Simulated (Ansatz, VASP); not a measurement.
Two plane-wave programs on B

```
B
1.0
     0.00000    1.96120    1.96120
     1.96120    0.00000    1.96120
     1.96120    1.96120    0.00000
B
2
Direct
  0.12500 0.12500 0.12500
  0.87500 0.87500 0.87500
```

Alike in both runs: task single point; functional PBEsol; k mesh 15 × 15 × 15; occupations fermi-dirac, width 0.1 eV; no spin polarisation.

|  | VASP | Ansatz |
| --- | --- | --- |
| version | VASP 6.6.1 | Ansatz 0.2.0 |
| potentials or method | VASP PAW PBE potentials, release 64 (B), cutoff 520 eV | plane waves (420 eV) with PAW, scalar-relativistic |
| valence electrons in the cell | 6 | 6 |

```csv
,VASP,Ansatz,Ansatz less VASP
pressure (GPa),17.9,17.6,-0.31
```

VASP's potentials were made for PBE, not for PBEsol, and Ansatz warns of the same on its side. The functional is the same, so the differences come from potentials, cutoffs and numerics.
